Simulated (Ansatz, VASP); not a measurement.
## SnO2 in VASP and in Ansatz

Contents of INCAR:

```
PREC = Accurate ; ENCUT = 520
EDIFF = 1E-6 ; ISMEAR = 0
SIGMA = 0.05 ; LREAL = False
LASPH = True ; NELM = 80
ALGO = Normal ; ISIF = 2
LWAVE = False ; LCHARG = False
GGA = PE ; NBANDS = 20
```

File KPOINTS:

```
Automatic mesh
0
Gamma
  12 12 12
```

Contents of POSCAR:

```
SnO2
1.0
    1.6587648191      0.9576883149      5.0460169415
   -1.6587648191      0.9576883149      5.0460169415
    0.0000000000     -1.9153766297      5.0460169415
Sn O
1 2
Direct
    0.5000000000      0.5000000000      0.5000000000
    0.2348826742      0.2348826742      0.2348826742
    0.7651173258      0.7651173258      0.7651173258
```

Input for Ansatz:

```yaml
crystal:
  lattice:
    - [1.6587648191, 0.9576883149, 5.0460169415]
    - [-1.6587648191, 0.9576883149, 5.0460169415]
    - [0.0, -1.9153766297, 5.0460169415]
  atoms:
    - { symbol: Sn, position: [0.5, 0.5, 0.5] }
    - { symbol: O, position: [0.2348826742, 0.2348826742, 0.2348826742] }
    - { symbol: O, position: [0.7651173258, 0.7651173258, 0.7651173258] }
basis:
  ecutwfc: 520.0
kpoints:
  mp_grid: { grid: [12, 12, 12] }
hamiltonian:
  xc: pbe
  pseudopotentials: { kind: paw, azcp: { folder: soft_1 } }
scf:
  occupations: { method: gaussian, width: 0.05 }
output:
  forces: true
  stress: true
  eigenvalues: true
```

Alike in both runs: task single point; functional PBE; k mesh 12 × 12 × 12; occupations gaussian, width 0.05 eV; no spin polarisation.

```csv
,VASP,Ansatz
version,VASP 6.6.1,Ansatz 0.2.0
potentials or method,"VASP PAW PBE potentials, release 64 (Sn_d, O), cutoff 520 eV","scalar-relativistic, plane waves, PAW"
valence electrons in the cell,26,26
```

```csv
,VASP,Ansatz,Ansatz less VASP
gap on the k mesh at the Fermi level (eV),1.55,1.57,+0.021
least direct gap on the mesh (eV),1.67,1.69,+0.017
pressure (GPa),-8.4,-8.9,-0.44
"traceless stress, the component that is largest in VASP (GPa)",3.38,3.67,+0.290
rms of the force components (eV/Å),0.315,0.336,+0.0216
```

Atom by atom the forces differ by 0.022 eV/Å (rms over components).
